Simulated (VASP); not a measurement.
GaAs, 2 atoms in the cell. It takes space group F-43m (No. 216, cubic). Conventional cell: a = 5.108 Å, b = 5.108 Å, c = 5.108 Å, α = 90.00°, β = 90.00°, γ = 90.00°. Ga (site symmetry -43m) has 4 As at 2.21 Å within 2.9 Å. Within 2.9 Å of As (site symmetry -43m) lie 4 Ga at 2.21 Å. 

| Property | Result |
| --- | --- |
| Program | VASP 6.6.1 |
| Task | single point |
| Functional | PBE |
| Potentials or basis | VASP PAW PBE potentials, release 64 (Ga_d, As) |
| Cutoff | 500 eV |
| k mesh | 4 × 4 × 4 |
| Occupations | gaussian, width 0.01 eV |
| Spin | no spin polarisation |
| Dipole correction | no |
| Further INCAR settings | ALGO = Normal; EDIFF = 1e-06; NBANDS = 16 |

Potentials or basis: VASP PAW PBE potentials, release 64 (Ga_d, As).

The run is started by

```bash
$ cat potpaw_PBE.64/Ga_d/POTCAR potpaw_PBE.64/As/POTCAR > POTCAR
$ mpirun -np 1 vasp_std > vasp.out
```

Hardware: 1 thread of AMD EPYC 9R45 96-Core Processor (Zen 5) (shared host).

Problem. Estimate the wall time of this run.

Solution. Run time: 4.6 s on 1 thread of AMD EPYC 9R45 96-Core Processor (Zen 5), with other jobs on the host, peak memory 0.12 GiB. Counts: scf iterations 12, k points 8.
